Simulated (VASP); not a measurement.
# W (Pm-3m) in VASP: a series of runs

The runs below take W through single point, relaxation of cell and atoms, with PBE.

Program: VASP 6.6.1. These are calculated values, not measurements. Logs are shortened: lines on timing, memory, paths and dates and some standing lists are left out, and cuts for length are marked.

### 1 The cell of the first run

It takes space group Pm-3m (No. 221, cubic). The conventional cell has a = 2.640 Å, b = 2.640 Å, c = 2.640 Å, α = 90.00°, β = 90.00°, γ = 90.00°. W (site symmetry m-3m) has 6 W at 2.64 Å within 3.5 Å.

### 2 Single point, PBE

INCAR

```
PREC = Accurate ; ENCUT = 520
EDIFF = 1E-6 ; ISMEAR = -1
SIGMA = 0.1 ; LREAL = F
LASPH = T ; NELM = 100
ALGO = Normal ; ISIF = 2
LWAVE = F ; LCHARG = F
GGA = PE ; NBANDS = 13
```

KPOINTS

```
Automatic mesh
0
Gamma
  9 9 9
```

POSCAR

```
W
1.0
    2.6404700524      0.0000000000      0.0000000000
    0.0000000000      2.6404700524      0.0000000000
    0.0000000000      0.0000000000      2.6404700524
W
1
Direct
    0.0000000000      0.0000000000      0.0000000000
```

Potentials or basis: VASP PAW PBE potentials, release 64 (W_sv).

Run with:

```
> cat potpaw_PBE.64/W_sv/POTCAR > POTCAR
> mpirun -np 1 vasp_std > vasp.out
```

OUTCAR:

```text
PREC = Accurate
   ENCUT = 520
   EDIFF = 1E-6
   ISMEAR = -1
   LREAL = F
   LASPH = T
   NELM = 100
   ISIF = 2
   GGA = PE

 ion  position               nearest neighbor table
   1  0.000  0.000  0.000-

  LATTYP: Found a simple cubic cell.
 ALAT       =     2.6404700524

  Lattice vectors:

 A1 = (   2.6404700524,   0.0000000000,   0.0000000000)
 A2 = (   0.0000000000,   2.6404700524,   0.0000000000)
 A3 = (   0.0000000000,   0.0000000000,   2.6404700524)

Analysis of symmetry for initial positions (statically):
=====================================================================
 Subroutine PRICEL returns:
 Original cell was already a primitive cell.

 Routine SETGRP: Setting up the symmetry group for a
 simple cubic supercell.

 Subroutine GETGRP returns: Found 48 space group operations
 (whereof 48 operations were pure point group operations)
 out of a pool of 48 trial point group operations.

The static configuration has the point symmetry O_h .

Analysis of symmetry for dynamics (positions and initial velocities):
=====================================================================
 Subroutine PRICEL returns:
 Original cell was already a primitive cell.

 Routine SETGRP: Setting up the symmetry group for a
 simple cubic supercell.

 Subroutine GETGRP returns: Found 48 space group operations
 (whereof 48 operations were pure point group operations)
 out of a pool of 48 trial point group operations.

The dynamic configuration has the point symmetry O_h .

 Subroutine INISYM returns: Found 48 space group operations
 (whereof 48 operations are pure point group operations),
 and found     1 'primitive' translations

----------------------------------------------------------------------------------------

                                     Primitive cell

  volume of cell :      18.4096

  direct lattice vectors                    reciprocal lattice vectors
     2.640470052  0.000000000  0.000000000     0.378720448  0.000000000  0.000000000
     0.000000000  2.640470052  0.000000000     0.000000000  0.378720448  0.000000000
     0.000000000  0.000000000  2.640470052     0.000000000  0.000000000  0.378720448

  length of vectors
     2.640470052  2.640470052  2.640470052     0.378720448  0.378720448  0.378720448

  position of ions in fractional coordinates (direct lattice)
     0.000000000  0.000000000  0.000000000

  ion indices of the primitive-cell ions
   primitive index   ion index
                 1           1

----------------------------------------------------------------------------------------

 KPOINTS: Automatic mesh

Automatic generation of k-mesh.
 Grid dimensions read from file:
 generate k-points for:    9    9    9

 Generating k-lattice:

  Cartesian coordinates                     Fractional coordinates (reciprocal lattice)
     0.042080050  0.000000000  0.000000000     0.111111111  0.000000000  0.000000000
     0.000000000  0.042080050  0.000000000     0.000000000  0.111111111  0.000000000
     0.000000000  0.000000000  0.042080050     0.000000000  0.000000000  0.111111111

  Length of vectors
     0.042080050  0.042080050  0.042080050

  Shift w.r.t. Gamma in fractional coordinates (k-lattice)
     0.000000000  0.000000000  0.000000000

 Subroutine IBZKPT returns following result:
 ===========================================

 Found     35 irreducible k-points:

 Following reciprocal coordinates:
            Coordinates               Weight
  0.000000  0.000000  0.000000      1.000000
  0.111111  0.000000  0.000000      6.000000
  0.222222  0.000000  0.000000      6.000000
  0.333333  0.000000  0.000000      6.000000
  0.444444  0.000000  0.000000      6.000000
  0.111111  0.111111  0.000000     12.000000
[... 16 lines left out ...]
  0.333333  0.333333  0.111111     24.000000
  0.444444  0.333333  0.111111     48.000000
 [... further k-points ...]
   k-points           NKPTS =     35   k-points in BZ     NKDIM =     35   number of bands    NBANDS=     13
   number of dos      NEDOS =    301   number of ions     NIONS =      1
   total plane-waves  NPLWV =   8000
   dimension x,y,z NGX =    20 NGY =   20 NGZ =   20
   dimension x,y,z NGXF=    40 NGYF=   40 NGZF=   40
   ions per type =               1
   NGX,Y,Z   is equivalent  to a cutoff of  12.59, 12.59, 12.59 a.u.
   NGXF,Y,Z  is equivalent  to a cutoff of  25.18, 25.18, 25.18 a.u.
 SYSTEM =  unknown system
   PREC   = accura    normal or accurate (medium, high low for compatibility)
   ISTART =      0    job   : 0-new  1-cont  2-samecut
   ICHARG =      2    charge: 1-file 2-atom 10-const
   ISPIN  =      1    spin polarized calculation?
   LNONCOLLINEAR =      F non collinear calculations
   LSORBIT =      F    spin-orbit coupling
   LASPH  =      T    aspherical Exc in radial PAW
   ENCUT  =  520.0 eV  38.22 Ry    6.18 a.u.   4.91  4.91  4.91*2*pi/ulx,y,z
   NELM   =    100;   NELMIN=  2; NELMDL= -5     # of ELM steps
   EDIFF  = 0.1E-05   stopping-criterion for ELM
   LREAL  =      F    real-space projection
   EDIFFG = 0.1E-04   stopping-criterion for IOM
   NSW    =      0    number of steps for IOM
   IBRION =     -1    ionic relax: 0-MD 1-quasi-New 2-CG
   NFREE  =      0    steps in history (QN), initial steepest desc. (CG)
   ISIF   =      2    stress and relaxation
   ISYM   =      2    0-nonsym 1-usesym 2-fastsym
   POTIM  = 0.5000    time-step for ionic-motion
   TEBEG  =    0.0;   TEEND  =   0.0 temperature during run
   PSTRESS=    0.0 pullay stress
   NELECT =      14.0000    total number of electrons
   NUPDOWN=      -1.0000    fix difference up-down
   EMIN   =  10.00;   EMAX   =-10.00  energy-range for DOS
   EFERMI =   0.00;   METHOD = LEGACY
   ISMEAR =    -1;   SIGMA  =   0.10  broadening in eV -4-tet -1-fermi 0-gaus
   EFERMI_NEDOS =   21; number of points for ismear=-14 and -15
   IALGO  =     38    algorithm
   IMIX   =      4    mixing-type and parameters
     AMIX     =   0.40;   BMIX     =  1.00
     AMIX_MAG =   1.60;   BMIX_MAG =  1.00
  volume/ion in A,a.u.               =      18.41       124.23
  Fermi-wavevector in a.u.,A,eV,Ry     =   1.494295  2.823808 30.380676  2.232917
  Thomas-Fermi vector in A             =   2.606586
   LORBIT       =      0    0 simple, 1 ext, 2 COOP (PROOUT), +10 PAW based schemes
   GGA     = PE    functional components
[... 5 lines left out ...]
 non-spin polarized calculation
  energy-cutoff  :      520.00
  volume of cell :       18.41
 maximum number of plane-waves:       509
 NGX is ok and might be reduce to    20
   NGX =  9   NGY =  9   NGZ =  9

 number of electron      13.9999998 magnetization

 Free energy of the ion-electron system (eV)
  ---------------------------------------------------
  ext. energy  EPLUGINS =         0.00000000
  ---------------------------------------------------
  free energy    TOTEN  =       -11.51339886 eV

  energy without entropy =      -11.46876010  energy(sigma->0) =      -11.49107948

 E-fermi :   9.3952     XC(G=0): -12.6601

 val. band max:        9.3595570266   @ k =   0.4444   0.4444   0.2222
 cond. band min:       9.4581461042   @ k =   0.4444   0.3333   0.1111
 fundamental gap:      0.0985890776
 Fermi energy:         9.3951863323

 k-point     1 :       0.0000    0.0000    0.0000
  band No.  band energies     occupation
      1     -64.7799      2.00000
      2     -28.4006      2.00000
      3     -28.4006      2.00000
      4     -28.4006      2.00000
      5       0.7589      2.00000
      6       5.0208      2.00000
      7       5.0208      2.00000
      8      13.9826      0.00000
      9      13.9826      0.00000
     10      13.9826      0.00000
     11      23.8990      0.00000
     12      23.8990      0.00000
     13      23.8990      0.00000

 k-point     2 :       0.1111    0.0000    0.0000
  band No.  band energies     occupation
      1     -64.7689      2.00000
      2     -28.5569      2.00000
      3     -28.3875      2.00000
      4     -28.3875      2.00000
      5       1.1457      2.00000
      6       5.1218      2.00000
      7       5.4362      2.00000
      8      13.3628      0.00000
      9      13.3628      0.00000
     10      14.0274      0.00000
     11      22.0996      0.00000
     12      24.7297      0.00000
     13      24.7297      0.00000

 k-point     3 :       0.2222    0.0000    0.0000
  band No.  band energies     occupation
      1     -64.7411      2.00000
      2     -28.9394      2.00000
      3     -28.3543      2.00000
      4     -28.3543      2.00000
      5       2.1080      2.00000
      6       5.3895      2.00000
      7       6.5950      2.00000
      8      12.0977      0.00000
      9      12.0977      0.00000
     10      14.1428      0.00000
     11      19.5097      0.00000
     12      26.5452      0.00000
     13      26.5452      0.00000
[... 305 lines left out ...]
 k-point    23 :       0.3333    0.3333    0.1111
  band No.  band energies     occupation
      1     -64.6297      2.00000
      2     -29.2324      2.00000
      3     -29.2087      2.00000
      4     -28.3804      2.00000
      5       4.9983      2.00000
      6       6.4975      2.00000
      7       9.6952      0.09487
      8       9.8296      0.02564
      9      11.5800      0.00000
     10      12.0028      0.00000
     11      20.2946      0.00000
     12      22.4298      0.00000
     13      26.8089      0.00000

 k-point    24 :       0.4444    0.3333    0.1111
  band No.  band energies     occupation
      1     -64.6094      2.00000
      2     -29.4713      2.00000
      3     -29.1862      2.00000
      4     -28.3549      2.00000
      5       4.7720      2.00000
      6       6.6709      2.00000
      7       9.4581      0.69520
      8       9.9003      0.01272
      9      11.9167      0.00000
     10      14.2032      0.00000
     11      18.6788      0.00000
     12      23.3999      0.00000
     13      25.1983      0.00000

 [... further k-points ...]
[... 5 lines left out ...]
  --------------------------------------------------------------------------------------
  -------------------------------------------------------------------------------------
  Total        0.0672343      0.0672343      0.0672343      0.0000000      0.0000000     -0.0000000
  in kB        5.8513766      5.8513766      5.8513766      0.0000000      0.0000000     -0.0000000
  external PRESSURE =       5.8513766 kB  Pullay stress =       0.0000000 kB

 VOLUME and BASIS-vectors are now :
 -----------------------------------------------------------------------------
  energy-cutoff  :      520.00
  volume of cell :       18.41
      direct lattice vectors                 reciprocal lattice vectors
     2.640470052  0.000000000  0.000000000     0.378720448  0.000000000  0.000000000
     0.000000000  2.640470052  0.000000000     0.000000000  0.378720448  0.000000000
     0.000000000  0.000000000  2.640470052     0.000000000  0.000000000  0.378720448

 POSITION                                       TOTAL-FORCE (eV/Angst)
 -----------------------------------------------------------------------------------
      0.00000      0.00000      0.00000         0.000000      0.000000      0.000000
 -----------------------------------------------------------------------------------
    total drift:                                0.000000      0.000000      0.000000

  FREE ENERGIE OF THE ION-ELECTRON SYSTEM (eV)
  ---------------------------------------------------
  free  energy   TOTEN  =       -11.5133988603 eV

  energy  without entropy=      -11.4687600962  energy(sigma->0) =      -11.49107948
```

Wall time 2.8 s (1 thread of Intel Xeon 6975P-C (Granite Rapids), shared host); peak memory 0.12 GiB.

Results:

* Free energy: -11.5134 eV
* Pressure: 0.6 GPa
* Band gap on the k mesh: zero (band 7 reaches 11.04 eV, above the bottom of band 8 at 8.81 eV)

Levels at points of the mesh, in eV from the Fermi level:
```tsv
k point	band 4	band 5	band 6	band 7	band 8	band 9	band 10	band 11
(0.00, 0.00, 0.00)	-37.80	-8.64	-4.37	-4.37	4.59	4.59	4.59	14.50
```

Caveat: spin-orbit coupling is left out, which moves the levels of the heavy elements.

[end of part 1 of 2]
